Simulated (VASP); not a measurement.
Write the native input for VASP 6.6.1 that does the following.

```yaml
Task: single point
Functional: PBEsol
Potentials_or_basis: VASP PAW PBE potentials, release 64 (Mg, S)
Cutoff: 520 eV
k_mesh: 10 × 10 × 10
Occupations: fermi-dirac, width 0.03 eV
Spin: no spin polarisation
Dipole_correction: no
Further_INCAR_settings: ALGO = Normal; EDIFF = 1e-06; NBANDS = 11
```

The structure of MgS lies in POSCAR:

```
MgS
1.0
    0.0260165000      2.6146582500      2.6146582500
    2.6146582500      0.0260165000      2.6146582500
    2.6146582500      2.6146582500      0.0260165000
Mg S
1 1
Direct
    0.0000000000      0.0000000000      0.0000000000
    0.5000000000      0.5000000000      0.5000000000
```

This cell differs from its parent crystal: equal xy, yz and zx shear strains of +1 %.

The input as run:

INCAR

```
  PREC = Accurate
  ENCUT = 520
  EDIFF = 1E-6
  ISMEAR = -1
  SIGMA = 0.03
  LREAL = F
  LASPH = T
  NELM = 60
  ALGO = Normal
  ISIF = 2
  LWAVE = F
  LCHARG = T
  GGA = PS
  LELF = T
  LVHAR = T
  NBANDS = 11
```

KPOINTS

```
Automatic mesh
0
Gamma
  10 10 10
```

Potentials or basis: VASP PAW PBE potentials, release 64 (Mg, S).

The run is started by

```console
$ cat potpaw_PBE.64/Mg/POTCAR potpaw_PBE.64/S/POTCAR > POTCAR
$ mpirun -np 1 vasp_std > vasp.out
```

It gave:

```json
{
 "Pressure": "-1.1 GPa",
 "Band gap on the k mesh": "2.65 eV, indirect (least direct gap 3.54 eV)"
}
```

Caveat: the cell differs from its parent crystal (equal xy, yz and zx shear strains of +1 %); the PAW data sets were made with another functional, which shifts forces and pressure a little.

Run time: 29 s on 1 thread of Intel(R) Xeon(R) Platinum 8259CL CPU @ 2.50GHz (Skylake/Cascade Lake), with other jobs on the host, peak memory 0.19 GiB.
